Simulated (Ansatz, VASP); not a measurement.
CaS in VASP and in Ansatz

```
CELL_PARAMETERS angstrom
0.00000 2.84794 2.84794
2.84794 0.00000 2.84794
2.84794 2.84794 0.00000
ATOMIC_POSITIONS crystal
Ca 0.00000 0.00000 0.00000
S 0.50000 0.50000 0.50000
```

Alike in both runs: task single point; functional PBE-based screened hybrid with a share of 0.3 of exact exchange and HFSCREEN = 0.2078; k mesh 4 × 4 × 4; no spin polarisation.

|  | VASP | Ansatz |
| --- | --- | --- |
| version | VASP 6.6.1 | Ansatz 0.2.0 |
| potentials or method | VASP PAW PBE potentials, release 64 (Ca_sv, S) | plane waves |
| plane-wave cutoff (eV) | 400 | 420 |
| occupations | gaussian, width 0.01 eV | fixed |
| valence electrons in the cell | 16 | 16 |

Ansatz gave:

| Item | Value |
| --- | --- |
| gap on the k mesh at the Fermi level (eV) | 3.63 |
| pressure (GPa) | 0.1 |

**Question.** Which values does VASP return?

**Answer.** gap on the k mesh at the Fermi level (eV): 3.62; pressure (GPa): 0.3.

VASP's potentials were made for PBE, not for PBE-based screened hybrid. Ansatz's warnings: stress exchange threshold loose, stress scf threshold loose.

The k mesh is coarse, so the values compare programs but aren't converged.
